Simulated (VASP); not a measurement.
# ZnO (f.balt) (P6_3mc) in VASP: further runs

ZnO (f.balt) is run at these levels: PBEsol; tasks: single point, relaxation of cell and atoms.

All numbers are computed with VASP 6.6.1; they aren't measurements. Logs are shortened: lines on timing, memory, paths and dates and some standing lists are left out, and cuts for length are marked.

## Step 1: The cell of the first run

The structure is hexagonal, space group P6_3mc (No. 186). The conventional cell has a = 3.240 Å, b = 3.240 Å, c = 5.220 Å, α = 90.00°, β = 90.00°, γ = 120.00°. Within 2.6 Å of Zn (site symmetry 3m) lie 4 O at 1.97 to 1.98 Å. O (site symmetry 3m) has 4 Zn at 1.97 to 1.98 Å within 2.6 Å.

## Step 2: Single point, PBEsol

File INCAR:

```
SYSTEM = ZnO
PREC = Accurate
ENCUT = 600
EDIFF = 1E-6
ISMEAR = 0
SIGMA = 0.1
LREAL = .False.
LASPH = .True.
NELM = 120
ALGO = Normal
ISIF = 2
LWAVE = .False.
LCHARG = .True.
GGA = PS
LELF = .True.
LVHAR = .True.
NBANDS = 26
GGA_COMPAT = .False.
```

File KPOINTS:

```
Automatic mesh
0
Gamma
  6 6 4
  0 0 0
```

File POSCAR:

```
ZnO
1.0
    3.2400000000      0.0000000000      0.0000000000
   -1.6200000000      2.8059223000      0.0000000000
    0.0000000000      0.0000000000      5.2200000000
Zn O
2 2
Direct
    0.3333333000      0.6666667000      0.0000000000
    0.6666667000      0.3333333000      0.5000000000
    0.3333333000      0.6666667000      0.3770000000
    0.6666667000      0.3333333000      0.8770000000
```

Potentials or basis: VASP PAW PBE potentials, release 64 (Zn, O).

The run is started by

```sh
$ cat potpaw_PBE.64/Zn/POTCAR potpaw_PBE.64/O/POTCAR > POTCAR
$ mpirun -np 1 vasp_std > vasp.out
```

OUTCAR:

```text
SYSTEM = ZnO
   PREC = Accurate
   ENCUT = 600
   EDIFF = 1E-6
   ISMEAR = 0
   LREAL = .False.
   LASPH = .True.
   NELM = 120
   ISIF = 2
   GGA = PS

 ion  position               nearest neighbor table
   1  0.333  0.667  0.000-   3 1.97   4 1.98   4 1.98   4 1.98
   2  0.667  0.333  0.500-   4 1.97   3 1.98   3 1.98   3 1.98
   3  0.333  0.667  0.377-   1 1.97   2 1.98   2 1.98   2 1.98
   4  0.667  0.333  0.877-   2 1.97   1 1.98   1 1.98   1 1.98

  LATTYP: Found a hexagonal cell.
 ALAT       =     3.2400000000
 C/A-ratio  =     1.6111111111

  Lattice vectors:

 A1 = (   3.2400000000,   0.0000000000,   0.0000000000)
 A2 = (  -1.6200000000,   2.8059223000,   0.0000000000)
 A3 = (   0.0000000000,   0.0000000000,   5.2200000000)

Analysis of symmetry for initial positions (statically):
=====================================================================
 Subroutine PRICEL returns:
 Original cell was already a primitive cell.

 Routine SETGRP: Setting up the symmetry group for a
 hexagonal supercell.

 Subroutine GETGRP returns: Found 12 space group operations
 (whereof  6 operations were pure point group operations)
 out of a pool of 24 trial point group operations.

The static configuration has the point symmetry C_3v.
 The point group associated with its full space group is C_6v.

Analysis of symmetry for dynamics (positions and initial velocities):
=====================================================================
 Subroutine PRICEL returns:
 Original cell was already a primitive cell.

 Routine SETGRP: Setting up the symmetry group for a
 hexagonal supercell.

 Subroutine GETGRP returns: Found 12 space group operations
 (whereof  6 operations were pure point group operations)
 out of a pool of 24 trial point group operations.

The dynamic configuration has the point symmetry C_3v.
 The point group associated with its full space group is C_6v.

 Subroutine INISYM returns: Found 12 space group operations
 (whereof  6 operations are pure point group operations),
 and found     1 'primitive' translations

----------------------------------------------------------------------------------------

                                     Primitive cell

  volume of cell :      47.4560

  direct lattice vectors                    reciprocal lattice vectors
     3.240000000  0.000000000  0.000000000     0.308641975  0.178194528  0.000000000
    -1.620000000  2.805922300  0.000000000     0.000000000  0.356389056  0.000000000
     0.000000000  0.000000000  5.220000000     0.000000000  0.000000000  0.191570881

  length of vectors
     3.240000000  3.239999993  5.220000000     0.356389055  0.356389056  0.191570881

  position of ions in fractional coordinates (direct lattice)
     0.333333300  0.666666700  0.000000000
     0.666666700  0.333333300  0.500000000
     0.333333300  0.666666700  0.377000000
     0.666666700  0.333333300  0.877000000

  ion indices of the primitive-cell ions
   primitive index   ion index
                 1           1
                 2           2
                 3           3
                 4           4

----------------------------------------------------------------------------------------

 KPOINTS: Automatic mesh

Automatic generation of k-mesh.
 Grid dimensions read from file:
 generate k-points for:    6    6    4

 Generating k-lattice:

  Cartesian coordinates                     Fractional coordinates (reciprocal lattice)
     0.051440329  0.029699088  0.000000000     0.166666667  0.000000000  0.000000000
     0.000000000  0.059398176  0.000000000     0.000000000  0.166666667  0.000000000
     0.000000000  0.000000000  0.047892720     0.000000000  0.000000000  0.250000000

  Length of vectors
     0.059398176  0.059398176  0.047892720

  Shift w.r.t. Gamma in fractional coordinates (k-lattice)
     0.000000000  0.000000000  0.000000000

 Subroutine IBZKPT returns following result:
 ===========================================

 Found     21 irreducible k-points:

 Following reciprocal coordinates:
            Coordinates               Weight
  0.000000  0.000000  0.000000      1.000000
  0.166667  0.000000  0.000000      6.000000
  0.333333  0.000000  0.000000      6.000000
  0.500000  0.000000  0.000000      3.000000
  0.166667  0.166667  0.000000      6.000000
  0.333333  0.166667  0.000000     12.000000
[... 13 lines left out ...]
  0.333333  0.166667  0.500000     12.000000
  0.333333  0.333333  0.500000      2.000000
   k-points           NKPTS =     21   k-points in BZ     NKDIM =     21   number of bands    NBANDS=     26
   number of dos      NEDOS =    301   number of ions     NIONS =      4
   total plane-waves  NPLWV =  32928
   dimension x,y,z NGX =    28 NGY =   28 NGZ =   42
   dimension x,y,z NGXF=    56 NGYF=   56 NGZF=   84
   ions per type =               2   2
   NGX,Y,Z   is equivalent  to a cutoff of  14.37, 14.37, 13.38 a.u.
   NGXF,Y,Z  is equivalent  to a cutoff of  28.73, 28.73, 26.75 a.u.
 SYSTEM =  ZnO
   PREC   = accura    normal or accurate (medium, high low for compatibility)
   ISTART =      0    job   : 0-new  1-cont  2-samecut
   ICHARG =      2    charge: 1-file 2-atom 10-const
   ISPIN  =      1    spin polarized calculation?
   LNONCOLLINEAR =      F non collinear calculations
   LSORBIT =      F    spin-orbit coupling
   LASPH  =      T    aspherical Exc in radial PAW
   ENCUT  =  600.0 eV  44.10 Ry    6.64 a.u.   6.47  6.47 10.43*2*pi/ulx,y,z
   NELM   =    120;   NELMIN=  2; NELMDL= -5     # of ELM steps
   EDIFF  = 0.1E-05   stopping-criterion for ELM
   LREAL  =      F    real-space projection
   EDIFFG = 0.1E-04   stopping-criterion for IOM
   NSW    =      0    number of steps for IOM
   IBRION =     -1    ionic relax: 0-MD 1-quasi-New 2-CG
   NFREE  =      0    steps in history (QN), initial steepest desc. (CG)
   ISIF   =      2    stress and relaxation
   ISYM   =      2    0-nonsym 1-usesym 2-fastsym
   POTIM  = 0.5000    time-step for ionic-motion
   TEBEG  =    0.0;   TEEND  =   0.0 temperature during run
   PSTRESS=    0.0 pullay stress
   NELECT =      36.0000    total number of electrons
   NUPDOWN=      -1.0000    fix difference up-down
   EMIN   =  10.00;   EMAX   =-10.00  energy-range for DOS
   EFERMI =   0.00;   METHOD = LEGACY
   ISMEAR =     0;   SIGMA  =   0.10  broadening in eV -4-tet -1-fermi 0-gaus
   EFERMI_NEDOS =   21; number of points for ismear=-14 and -15
   IALGO  =     38    algorithm
   IMIX   =      4    mixing-type and parameters
     AMIX     =   0.40;   BMIX     =  1.00
     AMIX_MAG =   1.60;   BMIX_MAG =  1.00
  volume/ion in A,a.u.               =      11.86        80.06
  Fermi-wavevector in a.u.,A,eV,Ry     =   1.493065  2.821483 30.330679  2.229242
  Thomas-Fermi vector in A             =   2.605513
   LORBIT       =      0    0 simple, 1 ext, 2 COOP (PROOUT), +10 PAW based schemes
   GGA     = PS    functional components
   LHFCALC =     F    Hartree Fock is set to
   AEXX    =    0.0000 exact exchange contribution
   IVDW    =     0    specifies the selected vdW correction
   LEPSILON=     F    determine dielectric tensor
   LRPA    =     F    only Hartree local field effects (RPA)
 non-spin polarized calculation
 Gauss-broadening in eV      SIGMA  =   0.10
  energy-cutoff  :      600.00
  volume of cell :       47.46
 maximum number of plane-waves:      1605
 NGX is ok and might be reduce to    28
   NGX = 13   NGY = 13   NGZ = 21

 number of electron      36.0000012 magnetization

 Free energy of the ion-electron system (eV)
  ---------------------------------------------------
  ext. energy  EPLUGINS =         0.00000000
  ---------------------------------------------------
  free energy    TOTEN  =       -19.41169315 eV

  energy without entropy =      -19.41169314  energy(sigma->0) =      -19.41169315

 E-fermi :   1.4233     XC(G=0): -11.2014

 val. band max:        1.0772282924   @ k =   0.0000   0.0000   0.0000
 cond. band min:       1.7595590310   @ k =   0.0000   0.0000   0.0000
 fundamental gap:      0.6823307386
 Fermi energy:         1.4232672772

 k-point     1 :       0.0000    0.0000    0.0000
  band No.  band energies     occupation
      1     -16.9885      2.00000
      2     -16.2390      2.00000
      3      -4.6806      2.00000
      4      -4.6400      2.00000
      5      -4.6400      2.00000
      6      -4.6298      2.00000
[... 18 lines left out ...]
     25      15.1463      0.00000
     26      15.1463      0.00000

 k-point     2 :       0.1667    0.0000    0.0000
  band No.  band energies     occupation
      1     -16.8374      2.00000
      2     -16.1748      2.00000
      3      -4.8090      2.00000
      4      -4.5614      2.00000
      5      -4.5584      2.00000
      6      -4.4982      2.00000
[... 18 lines left out ...]
     25      15.0602      0.00000
     26      15.3191      0.00000

 k-point     3 :       0.3333    0.0000    0.0000
  band No.  band energies     occupation
      1     -16.4971      2.00000
      2     -16.0674      2.00000
      3      -4.9845      2.00000
      4      -4.6161      2.00000
      5      -4.4376      2.00000
      6      -4.2611      2.00000
[... 18 lines left out ...]
     25      14.3412      0.00000
     26      15.0619      0.00000

 k-point     4 :       0.5000    0.0000    0.0000
  band No.  band energies     occupation
      1     -16.2803      2.00000
      2     -16.0510      2.00000
      3      -4.9070      2.00000
      4      -4.7271      2.00000
      5      -4.3989      2.00000
      6      -4.0383      2.00000
[... 18 lines left out ...]
     25      14.1078      0.00000
     26      15.2179      0.00000
[... 409 lines left out ...]
      1     -16.3382      2.00000
      2     -16.3382      2.00000
      3      -5.0258      2.00000
      4      -5.0258      2.00000
      5      -4.4293      2.00000
      6      -4.4293      2.00000
[... 18 lines left out ...]
     25      14.4105      0.00000
     26      14.4105      0.00000

 k-point    20 :       0.3333    0.1667    0.5000
  band No.  band energies     occupation
      1     -16.1585      2.00000
      2     -16.1585      2.00000
      3      -4.9696      2.00000
      4      -4.9696      2.00000
      5      -4.3138      2.00000
      6      -4.3138      2.00000
[... 18 lines left out ...]
     25      15.1684      0.00000
     26      15.1684      0.00000

 k-point    21 :       0.3333    0.3333    0.5000
  band No.  band energies     occupation
      1     -16.0994      2.00000
      2     -16.0994      2.00000
      3      -4.7197      2.00000
      4      -4.7197      2.00000
      5      -4.4655      2.00000
      6      -4.4655      2.00000
[... 18 lines left out ...]
     25      16.5917      0.00000
     26      16.5917      0.00000

------------------------ aborting loop because EDIFF is reached ----------------------------------------

  FORCE on cell =-STRESS in cart. coord.  units (eV):
  Direction    XX          YY          ZZ          XY          YZ          ZX
  --------------------------------------------------------------------------------------
  -------------------------------------------------------------------------------------
  Total       -0.2778609     -0.2778609      0.1314854      0.0000000      0.0000000      0.0000000
  in kB       -9.3809509     -9.3809508      4.4391205      0.0000000      0.0000000      0.0000000
  external PRESSURE =      -4.7742604 kB  Pullay stress =       0.0000000 kB

 VOLUME and BASIS-vectors are now :
 -----------------------------------------------------------------------------
  energy-cutoff  :      600.00
  volume of cell :       47.46
      direct lattice vectors                 reciprocal lattice vectors
     3.240000000  0.000000000  0.000000000     0.308641975  0.178194528  0.000000000
    -1.620000000  2.805922300  0.000000000     0.000000000  0.356389056  0.000000000
     0.000000000  0.000000000  5.220000000     0.000000000  0.000000000  0.191570881

 POSITION                                       TOTAL-FORCE (eV/Angst)
 -----------------------------------------------------------------------------------
     -0.00000      1.87061      0.00000        -0.000000      0.000000     -0.086245
      1.62000      0.93531      2.61000         0.000000      0.000000     -0.086245
     -0.00000      1.87061      1.96794         0.000000     -0.000000      0.086245
      1.62000      0.93531      4.57794        -0.000000      0.000000      0.086245
 -----------------------------------------------------------------------------------
    total drift:                               -0.000159      0.000092     -0.000434

  FREE ENERGIE OF THE ION-ELECTRON SYSTEM (eV)
  ---------------------------------------------------
  free  energy   TOTEN  =       -19.4116931516 eV

  energy  without entropy=      -19.4116931419  energy(sigma->0) =      -19.41169315
```

Wall time 25 s (1 thread of AMD EPYC 7R13 (Zen 3), shared host); peak memory 0.15 GiB.

Results:

- Free energy: -19.4117 eV
- Pressure: -0.5 GPa
- Largest force: 0.086 eV/Å
- Band gap on the k mesh: 0.68 eV, direct

Forces in eV/Å, atoms in the order of the input:
```
Zn   0.000  0.000 -0.086
Zn   0.000  0.000 -0.086
O    0.000  0.000  0.086
O    0.000  0.000  0.086
```

Caveat: the PAW data sets were made with another functional, which shifts forces and pressure a little.

## Step 3: Single point, PBEsol

This run uses another cell than the first one, of 11.79 Å³/atom, 0.994 times its volume.

File INCAR:

```
PREC = Accurate
ENCUT = 600
EDIFF = 1E-6
ISMEAR = 0
SIGMA = 0.02
LREAL = F
LASPH = T
NELM = 120
ALGO = Normal
ISIF = 2
LWAVE = F
LCHARG = F
GGA = PS
NBANDS = 26
GGA_COMPAT = F
```

File KPOINTS:

```
Automatic mesh
0
Gamma
  9 9 6
```

File POSCAR:

```
ZnO
1.0
    3.2308886223      0.0000000000      0.0000000000
   -1.6154443111      2.7980316237      0.0000000000
    0.0000000000      0.0000000000      5.2156335540
Zn O
2 2
Direct
    0.3333333333      0.6666666667     -0.0009687267
    0.6666666667      0.3333333333      0.4990312733
    0.3333333333      0.6666666667      0.3779687267
    0.6666666667      0.3333333333      0.8779687267
```

Potentials or basis: VASP PAW PBE potentials, release 64 (Zn, O).

The run is started by

```sh
$ cat potpaw_PBE.64/Zn/POTCAR potpaw_PBE.64/O/POTCAR > POTCAR
$ mpirun -np 1 vasp_std > vasp.out
```

Wall time 49 s (1 thread of AMD EPYC 7R13 (Zen 3), shared host); peak memory 0.18 GiB.

It converged, with:

| Property | Result |
| --- | --- |
| Free energy | -19.4143 eV |
| Pressure | 0.4 GPa |
| Band gap on the k mesh | 0.69 eV, direct |

Levels at points of the mesh, in eV from the valence-band top:
```
           k point  band 14  band 15  band 16  band 17  band 18  band 19  band 20  band 21  band 22  band 23
(0.00, 0.00, 0.00)    -0.81    -0.81    -0.09     0.00     0.00     0.69     5.15     8.10    12.83    12.83
(0.00, 0.00, 0.50)    -2.28    -0.40    -0.40    -0.40    -0.40     3.38     3.38     9.96     9.96    13.12
```

Caveat: the PAW data sets were made with another functional, which shifts forces and pressure a little. As with any semilocal functional, this PBEsol gap is likely too small.

[end of part 1 of 2]
